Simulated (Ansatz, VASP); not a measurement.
# FeSi: VASP beside Ansatz

INCAR

```
SYSTEM = FeSi
PREC = Accurate ; ENCUT = 520
EDIFF = 1E-6 ; ISMEAR = 0
SIGMA = 0.01 ; LREAL = .False.
LASPH = .True. ; NELM = 100
ALGO = Normal ; ISIF = 2
LWAVE = .False. ; LCHARG = .True.
GGA = PE ; LELF = .True.
LVHAR = .True. ; NBANDS = 34
```

KPOINTS

```
Automatic mesh
0
Gamma
  8 8 8
  0 0 0
```

POSCAR

```
FeSi
1.0
    4.4480050182      0.0000000000      0.0000000000
    0.0000000000      4.4480050182      0.0000000000
    0.0000000000      0.0000000000      4.4480050182
Fe Si
4 4
Direct
    0.1359995434      0.1359995434      0.1359995434
    0.3640004566      0.8640004566      0.6359995434
    0.6359995434      0.3640004566      0.8640004566
    0.8640004566      0.6359995434      0.3640004566
    0.8407167122      0.8407167122      0.8407167122
    0.6592832878      0.1592832878      0.3407167122
    0.3407167122      0.6592832878      0.1592832878
    0.1592832878      0.3407167122      0.6592832878
```

Input for Ansatz:

```yaml
crystal:
  lattice:
    - [4.4480050182, 0.0, 0.0]
    - [0.0, 4.4480050182, 0.0]
    - [0.0, 0.0, 4.4480050182]
  atoms:
    - { symbol: Fe, position: [0.1359995434, 0.1359995434, 0.1359995434] }
    - { symbol: Fe, position: [0.3640004566, 0.8640004566, 0.6359995434] }
    - { symbol: Fe, position: [0.6359995434, 0.3640004566, 0.8640004566] }
    - { symbol: Fe, position: [0.8640004566, 0.6359995434, 0.3640004566] }
    - { symbol: Si, position: [0.8407167122, 0.8407167122, 0.8407167122] }
    - { symbol: Si, position: [0.6592832878, 0.1592832878, 0.3407167122] }
    - { symbol: Si, position: [0.3407167122, 0.6592832878, 0.1592832878] }
    - { symbol: Si, position: [0.1592832878, 0.3407167122, 0.6592832878] }
basis:
  ecutwfc: 420
kpoints:
  mp_grid: { grid: [8, 8, 8] }
hamiltonian:
  xc: pbe
scf:
  occupations: { method: gaussian, width: 0.01 }
  eigensolver: { kind: davidson }
output:
  forces: true
  eigenvalues: true
  stress: true
```

Alike in both runs: task single point; functional PBE; k mesh 8 × 8 × 8; occupations gaussian, width 0.01 eV; no spin polarisation.

|  | VASP | Ansatz |
| --- | --- | --- |
| version | VASP 6.6.1 | Ansatz 0.2.0 |
| potentials or method | VASP PAW PBE potentials, release 64 (Fe, Si), cutoff 520 eV | scalar-relativistic, plane waves, PAW |
| valence electrons in the cell | 48 | 80 |

|  | VASP | Ansatz | Ansatz less VASP |
| --- | --- | --- | --- |
| gap on the k mesh at the Fermi level (eV) | 0.16 | 0.17 | +0.007 |
| pressure (GPa) | 0.2 | 0.0 | -0.19 |
| rms of the force components (eV/Å) | 0.014 | 0.000 | -0.0140 |

Atom by atom the forces differ by 0.014 eV/Å (rms over components). VASP's potentials hold 48 valence electrons a cell and Ansatz's 80, so a difference there can come from the potentials and not from the codes.
